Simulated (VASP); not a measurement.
SnSe2:

```
Sn Se
1.0
     3.92094    0.00000    0.00000
    -1.96047    3.39563    0.00000
     0.00000    0.00000    7.49523
Sn Se
1 2
Cartesian
  0.0000 0.0000 0.0000
  0.0000 2.2638 1.6144
  1.9605 1.1319 5.8808
```

This cell differs from its parent crystal: volume scaled by 1.10.

```yaml
Program: VASP 6.6.1
Task: relaxation of shape and atoms at fixed volume
Functional: PBE
Potentials_or_basis: VASP PAW PBE potentials, release 64 (Sn_d, Se)
Cutoff: 600 eV
k_mesh: 12 × 12 × 4
Occupations: gaussian, width 0.02 eV
Spin: no spin polarisation
```

At the start: pressure -1.7 GPa; volume 33.26 Å³/atom.

Q: Where does the relaxation end?

A: Over 7 steps the energy falls by 6.1 meV/atom; space group P-3m1 (No. 164, to 0.05 Å).

Step by step:
| step | energy change (eV) | largest force (eV/Å) | pressure (GPa) | volume (Å³) |
| --- | --- | --- | --- | --- |
| 1 | 0.0000 | 0.2842 | -1.69 | 99.79 |
| 2 | -0.0067 | 0.1811 | -1.35 | 99.79 |
| 3 | -0.0119 | 0.0001 | -0.74 | 99.79 |
| 4 | -0.0163 | 0.0137 | -0.50 | 99.79 |
| 5 | -0.0182 | 0.0327 | -0.19 | 99.79 |
| 6 | -0.0182 | 0.0319 | -0.20 | 99.79 |
| 7 | -0.0184 | 0.0039 | -0.11 | 99.79 |

Final structure:
```yaml
crystal:
  lattice:
    - [3.87364, 0.00000, 0.00000]
    - [-1.93682, 3.35467, 0.00000]
    - [0.00000, 0.00000, 7.67939]
  atoms:
    - { symbol: Sn, position: [0.00000, 0.00000, 0.00000] }
    - { symbol: Se, position: [0.33333, 0.66667, 0.20783] }
    - { symbol: Se, position: [0.66667, 0.33333, 0.79217] }
```

Caveat: the cell differs from its parent crystal (volume scaled by 1.10); this functional lacks dispersion, which binds the layers, so the pressure and a relaxed spacing across them are unreliable.
